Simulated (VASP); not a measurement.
HfBe2, 3 atoms in the cell. It takes space group P6/mmm (No. 191, hexagonal). The conventional cell has a = 3.776 Å, b = 3.776 Å, c = 3.117 Å, α = 90.00°, β = 90.00°, γ = 120.00°. Hf (site symmetry 6/mmm) has 12 Be at 2.68 Å and 2 Hf at 3.12 Å within 3.5 Å. Be (site symmetry -6m2) has 3 Be at 2.18 Å and 6 Hf at 2.68 Å within 2.9 Å. 

```yaml
Program: VASP 6.6.1
Task: relaxation of cell and atoms
Functional: PBEsol
Potentials_or_basis: VASP PAW PBE potentials, release 64 (Hf_pv, Be)
Cutoff: 600 eV
k_mesh: 6 × 6 × 7
Occupations: fermi-dirac, width 0.05 eV
Spin: no spin polarisation
Dipole_correction: no
Further_INCAR_settings: ALGO = Normal; EDIFF = 1e-06; IBRION = 2; EDIFFG = -0.03; NSW = 80; ISIF = 3
```

Potentials or basis: VASP PAW PBE potentials, release 64 (Hf_pv, Be).

Launch:

```console
$ cat potpaw_PBE.64/Hf_pv/POTCAR potpaw_PBE.64/Be/POTCAR > POTCAR
$ mpirun -np 1 vasp_std > vasp.out
```

Hardware: 1 thread of Intel Xeon 8259CL, on a shared host.

How long does it take, and how much memory?

Wall time 32 s on 1 thread of Intel Xeon 8259CL, on a shared host, peak memory 0.18 GiB. Counts: scf iterations 18, k points 28, ion steps 2.
